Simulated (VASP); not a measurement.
Zn3F:

```
CELL_PARAMETERS angstrom
6.01400 0.00000 0.00000
-3.00700 5.20828 0.00000
0.00000 0.00000 3.40681
ATOMIC_POSITIONS crystal
Zn 0.38506 0.29878 0.25000
Zn 0.08628 0.38506 0.75000
Zn 0.70122 0.08628 0.25000
Zn 0.61494 0.70122 0.75000
Zn 0.91372 0.61494 0.25000
Zn 0.29878 0.91372 0.75000
F 0.33333 0.66667 0.25000
F 0.66667 0.33333 0.75000
```

* Program: VASP 6.6.1
* Task: relaxation of cell and atoms
* Functional: PBE
* Potentials or basis: VASP PAW PBE potentials, release 64 (Zn, F)
* Cutoff: 600 eV
* k mesh: 3 × 3 × 6
* Occupations: gaussian, width 0.1 eV
* Spin: no spin polarisation

At the start: pressure 17.1 GPa; volume 13.34 Å³/atom.

Q: How do energy, volume and symmetry change on relaxing?

A: Over 35 steps the energy falls by 441.3 meV/atom and the volume is 15.87 Å³/atom (+19.0 %); space group P6_3/m (No. 176, to 0.1 Å) before, P6_3/mmc (No. 194, to 0.1 Å).

Step by step:
| step | energy change (eV) | largest force (eV/Å) | pressure (GPa) | volume (Å³) |
| --- | --- | --- | --- | --- |
| 1 | 0.0000 | 1.3980 | 17.08 | 106.71 |
| 2 | -1.4234 | 0.6206 | 0.03 | 130.21 |
| 3 | -1.4457 | 0.5277 | -1.58 | 135.04 |
| 4 | -1.4460 | 0.5402 | -1.37 | 134.32 |
| 5 | -1.5802 | 0.5231 | -1.37 | 132.72 |
| 6 | -1.9610 | 0.3910 | -0.54 | 127.90 |
| 7 | -2.0748 | 0.4572 | 5.38 | 118.12 |
| 8 | -2.1776 | 0.1249 | 1.41 | 123.08 |
| 9 | -2.1900 | 0.1089 | 2.34 | 121.64 |
| 10 | -2.2875 | 0.2690 | 0.20 | 126.93 |
| 11 | -2.2994 | 0.3581 | -0.64 | 129.45 |
| 12 | -2.4551 | 0.5349 | -1.43 | 130.30 |
| 13 | -2.8265 | 0.5485 | -2.67 | 130.82 |
| 14 | -2.8369 | 0.6080 | -2.52 | 130.97 |
| 15 | -2.8892 | 0.5748 | -2.68 | 131.00 |
| 16 | -2.9701 | 0.5172 | -1.77 | 128.52 |
| 17 | -2.9905 | 0.5080 | -1.16 | 126.77 |
| 18 | -3.0959 | 0.4440 | -0.35 | 124.91 |
| 19 | -3.2391 | 0.2297 | 2.48 | 119.35 |
| 20 | -3.2930 | 0.1575 | 0.65 | 122.38 |
| 21 | -3.2997 | 0.1642 | -0.17 | 124.00 |
| 22 | -3.3114 | 0.1648 | -0.19 | 124.15 |
| 23 | -3.3431 | 0.1664 | -0.33 | 124.61 |
| 24 | -3.3900 | 0.1559 | -0.63 | 125.50 |
| 25 | -3.4081 | 0.1097 | -1.31 | 127.14 |
| 26 | -3.4162 | 0.1308 | -1.14 | 126.49 |
| 27 | -3.4299 | 0.1213 | -0.65 | 125.70 |
| 28 | -3.4528 | 0.0906 | 0.85 | 123.37 |
| 29 | -3.4540 | 0.0793 | 1.28 | 122.69 |
| 30 | -3.4729 | 0.0760 | 1.24 | 123.10 |
| 31 | -3.5151 | 0.0585 | 0.99 | 124.31 |
| 32 | -3.4908 | 0.1200 | -0.03 | 126.66 |
| 33 | -3.5274 | 0.0165 | 0.74 | 125.11 |
| 34 | -3.5276 | 0.0068 | 0.68 | 125.26 |
| 35 | -3.5305 | 0.0171 | -0.23 | 126.98 |

Final structure:
```
CELL_PARAMETERS angstrom
7.28608 -0.00001 0.00000
-3.64303 6.30993 0.00000
0.00000 0.00000 2.76202
ATOMIC_POSITIONS crystal
Zn 0.34833 0.17364 0.25000
Zn 0.17469 0.34833 0.75000
Zn 0.82636 0.17469 0.25000
Zn 0.65167 0.82636 0.75000
Zn 0.82531 0.65167 0.25000
Zn 0.17364 0.82531 0.75000
F 0.33333 0.66667 0.25000
F 0.66667 0.33333 0.75000
```

Caveat: the k points lie up to 0.38 Å⁻¹ apart in the final cell, too coarse for converged energies and pressures of a metal; the volume moved by over 15 % at a fixed basis, so the end points are rough.
